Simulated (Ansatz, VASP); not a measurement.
# Te: VASP beside Ansatz

Contents of INCAR:

```
PREC     = Accurate       # precision mode
ENCUT    = 520            # plane-wave cutoff, eV
EDIFF    = 1E-8           # SCF threshold, eV
ISMEAR   = -1             # smearing method
SIGMA    = 0.08           # smearing width, eV
LREAL    = F              # projectors in reciprocal space
LASPH    = T              # aspherical terms in the spheres
NELM     = 100            # most SCF steps
ALGO     = Normal         # electronic algorithm
ISIF     = 2              # what is computed and relaxed
LWAVE    = F              # write WAVECAR
LCHARG   = F              # write CHGCAR
GGA      = PE             # functional
LEFG     = T            
NBANDS   = 16             # bands
```

KPOINTS

```
regular mesh
0
Gamma
  9 9 6
```

The input POSCAR:

```
Te
1.0
    4.4579994587      0.0000000000      0.0000000000
   -2.2289997294      3.8607407813      0.0000000000
    0.0000000000      0.0000000000      5.9842500000
Te
3
Direct
    0.7450000000      0.0000000000      0.3333333333
    0.0000000000      0.7450000000      0.6666666667
    0.2550000000      0.2550000000      0.0000000000
```

Input for Ansatz:

```yaml
crystal:
  lattice:
    - [4.4579994587, 0.0, 0.0]
    - [-2.2289997294, 3.8607407813, 0.0]
    - [0.0, 0.0, 5.98425]
  atoms:
    - { symbol: Te, position: [0.745, 0.0, 0.3333333333] }
    - { symbol: Te, position: [0.0, 0.745, 0.6666666667] }
    - { symbol: Te, position: [0.255, 0.255, 0.0] }
kpoints:
  mp_grid: { grid: [9, 9, 6] }
scf:
  occupations: { method: fermi_dirac, width: 0.08 }
hamiltonian:
  xc: pbe
  pseudopotentials: { kind: paw }
output:
  forces: true
  stress: true
  eigenvalues: true
  efg: { contact_densities: true }
```

Change from the starting cell: zz strain of +1 %, PAW files.

Alike in both runs: task electric field gradients; functional PBE; k mesh 9 × 9 × 6; occupations fermi-dirac, width 0.08 eV; no spin polarisation.

|  | VASP | Ansatz |
| --- | --- | --- |
| version | VASP 6.6.1 | Ansatz 0.2.0 |
| potentials or method | VASP PAW PBE potentials, release 64 (Te) | PAW with Ansatz's default frozen-core files, scalar-relativistic |
| plane-wave cutoff (eV) | 520 | 420 |
| valence electrons in the cell | 18 | 48 |

Ansatz gave:

* pressure (GPa): 2.4
* traceless stress, the component that is largest in VASP (GPa): 0.35
* rms of the force components (eV/Å): 0.303
* size of Vzz on the site where it differs most (V/Å²): 593.1

Q: Estimate VASP's values.

A: Pressure (GPa): 2.4; traceless stress, the component that is largest in VASP (GPa): 0.39; rms of the force components (eV/Å): 0.314; size of Vzz on the site where it differs most (V/Å²): 564.3.

Atom by atom the forces differ by 0.010 eV/Å (rms over components). The functional is the same, so the differences come from potentials, cutoffs and numerics. VASP's potentials hold 18 valence electrons a cell and Ansatz's 48, so a difference there can come from the potentials and not from the codes.

Spin-orbit coupling is off throughout.
